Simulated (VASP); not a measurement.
# B (P6/mmm) in VASP: single point with LDA

Aim: the single point of B with LDA.

All numbers are computed with VASP 6.6.1; they aren't measurements. Logs are shortened: lines on timing, memory, paths and dates and some standing lists are left out, and cuts for length are marked.

### Step 1. The cell of the first run

The structure is hexagonal, space group P6/mmm (No. 191). Conventional cell: a = 3.250 Å, b = 3.250 Å, c = 3.732 Å, α = 90.00°, β = 90.00°, γ = 120.00°. Within 2.5 Å of B (site symmetry -6m2) lie 3 B at 1.88 Å.

### Step 2. Single point, LDA

INCAR

```
ALGO = Normal
EDIFF = 1E-6
ENCUT = 520
GGA = CA
ISIF = 2
ISMEAR = -1
LASPH = True
LCHARG = True
LELF = True
LREAL = False
LVHAR = True
LWAVE = False
NBANDS = 10
NELM = 100
PREC = Accurate
SIGMA = 0.1
```

KPOINTS

```
k-points
0
Gamma
  8 8 6
```

POSCAR

```
B
1.0
    3.2503000000      0.0000000000      0.0000000000
   -1.6251500000      2.8148423700      0.0000000000
    0.0000000000      0.0000000000      3.7315000000
B
2
Direct
    0.3333333333      0.6666666667      0.5000000000
    0.6666666667      0.3333333333      0.5000000000
```

Potentials or basis: VASP PAW LDA potentials, release 64 (B).

Run with:

```sh
cat potpaw_LDA.64/B/POTCAR > POTCAR
mpirun -np 1 vasp_std > vasp.out
```

OUTCAR:

```text
EDIFF = 1E-6
   ENCUT = 520
   GGA = CA
   ISIF = 2
   ISMEAR = -1
   LASPH = True
   LREAL = False
   NELM = 100
   PREC = Accurate

 ion  position               nearest neighbor table
   1  0.333  0.667  0.500-   2 1.88   2 1.88   2 1.88
   2  0.667  0.333  0.500-   1 1.88   1 1.88   1 1.88

  LATTYP: Found a hexagonal cell.
 ALAT       =     3.2503000000
 C/A-ratio  =     1.1480478725

  Lattice vectors:

 A1 = (   3.2503000000,   0.0000000000,   0.0000000000)
 A2 = (  -1.6251500000,   2.8148423700,   0.0000000000)
 A3 = (   0.0000000000,   0.0000000000,   3.7315000000)

Analysis of symmetry for initial positions (statically):
=====================================================================
 Subroutine PRICEL returns:
 Original cell was already a primitive cell.

 Routine SETGRP: Setting up the symmetry group for a
 hexagonal supercell.

 Subroutine GETGRP returns: Found 24 space group operations
 (whereof 24 operations were pure point group operations)
 out of a pool of 24 trial point group operations.

The static configuration has the point symmetry D_6h.

Analysis of symmetry for dynamics (positions and initial velocities):
=====================================================================
 Subroutine PRICEL returns:
 Original cell was already a primitive cell.

 Routine SETGRP: Setting up the symmetry group for a
 hexagonal supercell.

 Subroutine GETGRP returns: Found 24 space group operations
 (whereof 24 operations were pure point group operations)
 out of a pool of 24 trial point group operations.

The dynamic configuration has the point symmetry D_6h.

 Subroutine INISYM returns: Found 24 space group operations
 (whereof 24 operations are pure point group operations),
 and found     1 'primitive' translations

----------------------------------------------------------------------------------------

                                     Primitive cell

  volume of cell :      34.1398

  direct lattice vectors                    reciprocal lattice vectors
     3.250300000  0.000000000  0.000000000     0.307663908  0.177629840  0.000000000
    -1.625150000  2.814842370  0.000000000     0.000000000  0.355259680  0.000000000
     0.000000000  0.000000000  3.731500000     0.000000000  0.000000000  0.267988744

  length of vectors
     3.250300000  3.250300000  3.731500000     0.355259680  0.355259680  0.267988744

  position of ions in fractional coordinates (direct lattice)
     0.333333333  0.666666667  0.500000000
     0.666666667  0.333333333  0.500000000

  ion indices of the primitive-cell ions
   primitive index   ion index
                 1           1
                 2           2

----------------------------------------------------------------------------------------

 KPOINTS: k-points

Automatic generation of k-mesh.
 Grid dimensions read from file:
 generate k-points for:    8    8    6

 Generating k-lattice:

  Cartesian coordinates                     Fractional coordinates (reciprocal lattice)
     0.038457988  0.022203730  0.000000000     0.125000000  0.000000000  0.000000000
     0.000000000  0.044407460  0.000000000     0.000000000  0.125000000  0.000000000
     0.000000000  0.000000000  0.044664791     0.000000000  0.000000000  0.166666667

  Length of vectors
     0.044407460  0.044407460  0.044664791

  Shift w.r.t. Gamma in fractional coordinates (k-lattice)
     0.000000000  0.000000000  0.000000000

 Subroutine IBZKPT returns following result:
 ===========================================

 Found     40 irreducible k-points:

 Following reciprocal coordinates:
            Coordinates               Weight
  0.000000  0.000000  0.000000      1.000000
  0.125000 -0.000000  0.000000      6.000000
  0.250000 -0.000000  0.000000      6.000000
  0.375000 -0.000000  0.000000      6.000000
  0.500000 -0.000000  0.000000      3.000000
  0.125000  0.125000  0.000000      6.000000
[... 16 lines left out ...]
  0.250000 -0.000000  0.333333     12.000000
  0.375000 -0.000000  0.333333     12.000000
 [... further k-points ...]
   k-points           NKPTS =     40   k-points in BZ     NKDIM =     40   number of bands    NBANDS=     10
   number of dos      NEDOS =    301   number of ions     NIONS =      2
   total plane-waves  NPLWV =  16128
   dimension x,y,z NGX =    24 NGY =   24 NGZ =   28
   dimension x,y,z NGXF=    48 NGYF=   48 NGZF=   56
   ions per type =               2
   NGX,Y,Z   is equivalent  to a cutoff of  12.28, 12.28, 12.47 a.u.
   NGXF,Y,Z  is equivalent  to a cutoff of  24.55, 24.55, 24.95 a.u.
 SYSTEM =  unknown system
   PREC   = accura    normal or accurate (medium, high low for compatibility)
   ISTART =      0    job   : 0-new  1-cont  2-samecut
   ICHARG =      2    charge: 1-file 2-atom 10-const
   ISPIN  =      1    spin polarized calculation?
   LNONCOLLINEAR =      F non collinear calculations
   LSORBIT =      F    spin-orbit coupling
   LASPH  =      T    aspherical Exc in radial PAW
   ENCUT  =  520.0 eV  38.22 Ry    6.18 a.u.   6.04  6.04  6.94*2*pi/ulx,y,z
   NELM   =    100;   NELMIN=  2; NELMDL= -5     # of ELM steps
   EDIFF  = 0.1E-05   stopping-criterion for ELM
   LREAL  =      F    real-space projection
   EDIFFG = 0.1E-04   stopping-criterion for IOM
   NSW    =      0    number of steps for IOM
   IBRION =     -1    ionic relax: 0-MD 1-quasi-New 2-CG
   NFREE  =      0    steps in history (QN), initial steepest desc. (CG)
   ISIF   =      2    stress and relaxation
   ISYM   =      2    0-nonsym 1-usesym 2-fastsym
   POTIM  = 0.5000    time-step for ionic-motion
   TEBEG  =    0.0;   TEEND  =   0.0 temperature during run
   PSTRESS=    0.0 pullay stress
   NELECT =       6.0000    total number of electrons
   NUPDOWN=      -1.0000    fix difference up-down
   EMIN   =  10.00;   EMAX   =-10.00  energy-range for DOS
   EFERMI =   0.00;   METHOD = LEGACY
   ISMEAR =    -1;   SIGMA  =   0.10  broadening in eV -4-tet -1-fermi 0-gaus
   EFERMI_NEDOS =   21; number of points for ismear=-14 and -15
   IALGO  =     38    algorithm
   IMIX   =      4    mixing-type and parameters
     AMIX     =   0.40;   BMIX     =  1.00
     AMIX_MAG =   1.60;   BMIX_MAG =  1.00
  volume/ion in A,a.u.               =      17.07       115.19
  Fermi-wavevector in a.u.,A,eV,Ry     =   0.917005  1.732888 11.441108  0.840898
  Thomas-Fermi vector in A             =   2.041925
   LORBIT       =      0    0 simple, 1 ext, 2 COOP (PROOUT), +10 PAW based schemes
   GGA     = CA    functional components
   LHFCALC =     F    Hartree Fock is set to
   AEXX    =    0.0000 exact exchange contribution
   IVDW    =     0    specifies the selected vdW correction
   LEPSILON=     F    determine dielectric tensor
   LRPA    =     F    only Hartree local field effects (RPA)
 non-spin polarized calculation
  energy-cutoff  :      520.00
  volume of cell :       34.14
 maximum number of plane-waves:       936
   NGX = 13   NGY = 13   NGZ = 13

 number of electron       6.0000000 magnetization

 Free energy of the ion-electron system (eV)
  ---------------------------------------------------
  ext. energy  EPLUGINS =         0.00000000
  ---------------------------------------------------
  free energy    TOTEN  =       -11.24548744 eV

  energy without entropy =      -11.20550737  energy(sigma->0) =      -11.22549740

 E-fermi :  -0.6118     XC(G=0):  -8.3013

 val. band max:       -0.6194345331   @ k =   0.3750  -0.0000   0.3333
 cond. band min:      -0.5993253594   @ k =   0.1250   0.1250   0.0000
 fundamental gap:      0.0201091736
 Fermi energy:        -0.6118439457

 k-point     1 :       0.0000    0.0000    0.0000
  band No.  band energies     occupation
      1      -9.8010      2.00000
      2      -0.7429      1.57507
      3       0.6195      0.00001
      4       0.6195      0.00001
      5       5.5521      0.00000
      6       7.1518      0.00000
      7       7.1518      0.00000
      8       7.5380      0.00000
      9       9.0041      0.00000
     10      14.5561      0.00000

 k-point     2 :       0.1250   -0.0000    0.0000
  band No.  band energies     occupation
      1      -9.5771      2.00000
      2      -0.5102      0.53125
      3      -0.3261      0.10865
      4       0.2218      0.00048
      5       5.8017      0.00000
      6       6.9034      0.00000
      7       7.9983      0.00000
      8       8.3037      0.00000
      9       8.4284      0.00000
     10      15.2390      0.00000

 k-point     3 :       0.2500   -0.0000    0.0000
  band No.  band energies     occupation
      1      -8.9124      2.00000
      2      -2.2685      2.00000
      3      -0.5208      0.57374
      4       0.1663      0.00083
      5       6.2728      0.00000
      6       6.5611      0.00000
      7       7.0144      0.00000
      8       9.8897      0.00000
      9      10.0158      0.00000
     10      15.5332      0.00000

 k-point     4 :       0.3750   -0.0000    0.0000
  band No.  band energies     occupation
      1      -7.8407      2.00000
      2      -4.3004      2.00000
      3      -1.0936      1.98396
      4       1.1785      0.00000
      5       5.3503      0.00000
      6       5.8008      0.00000
      7       7.7597      0.00000
      8      10.5566      0.00000
      9      12.3581      0.00000
     10      14.6259      0.00000

 k-point     5 :       0.5000   -0.0000    0.0000
  band No.  band energies     occupation
      1      -6.7786      2.00000
      2      -5.7058      2.00000
      3      -1.2998      1.99795
      4       1.9164      0.00000
      5       4.3606      0.00000
      6       5.6284      0.00000
      7       9.2263      0.00000
      8       9.3934      0.00000
      9      13.6422      0.00000
     10      14.9746      0.00000

 k-point     6 :       0.1250    0.1250    0.0000
  band No.  band energies     occupation
      1      -9.1326      2.00000
      2      -1.5326      1.99980
      3      -0.5993      0.93749
      4      -0.0544      0.00756
      5       6.2993      0.00000
      6       7.4176      0.00000
      7       7.4553      0.00000
      8       7.7470      0.00000
      9      10.2917      0.00000
     10      15.8228      0.00000
[... 183 lines left out ...]
 k-point    21 :       0.0000    0.0000    0.3333
  band No.  band energies     occupation
      1      -9.4175      2.00000
      2      -2.7740      2.00000
      3       0.7018      0.00000
      4       0.7018      0.00000
      5       7.3296      0.00000
      6       7.3296      0.00000
      7       7.8320      0.00000
      8       8.5508      0.00000
      9       9.3967      0.00000
     10      15.4068      0.00000

 k-point    22 :       0.1250   -0.0000    0.3333
  band No.  band energies     occupation
      1      -9.1989      2.00000
      2      -2.5197      2.00000
      3      -0.2013      0.03244
      4       0.3130      0.00019
      5       7.1543      0.00000
      6       7.5935      0.00000
      7       8.1639      0.00000
      8       8.8155      0.00000
      9       9.5394      0.00000
     10      15.5839      0.00000

 k-point    23 :       0.2500   -0.0000    0.3333
  band No.  band energies     occupation
      1      -8.5501      2.00000
      2      -2.0790      2.00000
      3      -1.7725      1.99998
      4      -0.4171      0.24976
      5       5.8456      0.00000
      6       6.6845      0.00000
      7       9.8697      0.00000
      8      10.1566      0.00000
      9      10.5180      0.00000
     10      13.9791      0.00000

 k-point    24 :       0.3750   -0.0000    0.3333
  band No.  band energies     occupation
      1      -7.5037      2.00000
      2      -4.0552      2.00000
      3      -0.9830      1.95227
      4      -0.6194      1.03793
      5       3.8253      0.00000
      6       6.2418      0.00000
      7      10.1171      0.00000
      8      12.1371      0.00000
      9      12.4533      0.00000
     10      13.7136      0.00000

 [... further k-points ...]

------------------------ aborting loop because EDIFF is reached ----------------------------------------

  FORCE on cell =-STRESS in cart. coord.  units (eV):
  Direction    XX          YY          ZZ          XY          YZ          ZX
  --------------------------------------------------------------------------------------
  -------------------------------------------------------------------------------------
  Total       -6.6181286     -6.6181286     -1.0429558      0.0000000      0.0000000      0.0000000
  in kB     -310.5880971   -310.5880971    -48.9458092      0.0000000      0.0000000      0.0000000
  external PRESSURE =    -223.3740011 kB  Pullay stress =       0.0000000 kB

 VOLUME and BASIS-vectors are now :
 -----------------------------------------------------------------------------
  energy-cutoff  :      520.00
  volume of cell :       34.14
      direct lattice vectors                 reciprocal lattice vectors
     3.250300000  0.000000000  0.000000000     0.307663908  0.177629840  0.000000000
    -1.625150000  2.814842370  0.000000000     0.000000000  0.355259680  0.000000000
     0.000000000  0.000000000  3.731500000     0.000000000  0.000000000  0.267988744

 POSITION                                       TOTAL-FORCE (eV/Angst)
 -----------------------------------------------------------------------------------
     -0.00000      1.87656      1.86575         0.000000      0.000000      0.000000
      1.62515      0.93828      1.86575        -0.000000      0.000000      0.000000
 -----------------------------------------------------------------------------------
    total drift:                                0.000000     -0.000000     -0.000000

  FREE ENERGIE OF THE ION-ELECTRON SYSTEM (eV)
  ---------------------------------------------------
  free  energy   TOTEN  =       -11.2454874361 eV

  energy  without entropy=      -11.2055073716  energy(sigma->0) =      -11.22549740
```

It took 10 s on 1 thread of Intel Xeon 8259CL, shared host; peak memory 0.13 GiB.

Results:

| Item | Value |
| --- | --- |
| Free energy | -11.2455 eV |
| Pressure | -22.3 GPa |
| Band gap on the k mesh | zero (band 3 reaches 0.73 eV, above the bottom of band 4 at -1.31 eV) |

Levels at points of the mesh, in eV from the Fermi level:
```
           k point  band 1  band 2  band 3  band 4  band 5  band 6  band 7
(0.00, 0.00, 0.00)   -9.19   -0.13    1.23    1.23    6.16    7.76    7.76
(0.50, 0.00, 0.00)   -6.17   -5.09   -0.69    2.53    4.97    6.24    9.84
(0.00, 0.00, 0.50)   -8.65   -2.69    1.34    1.34    8.00    8.00    8.78
(0.50, 0.00, 0.50)   -5.73   -4.71   -0.54    0.47    2.73    6.88   10.61
```
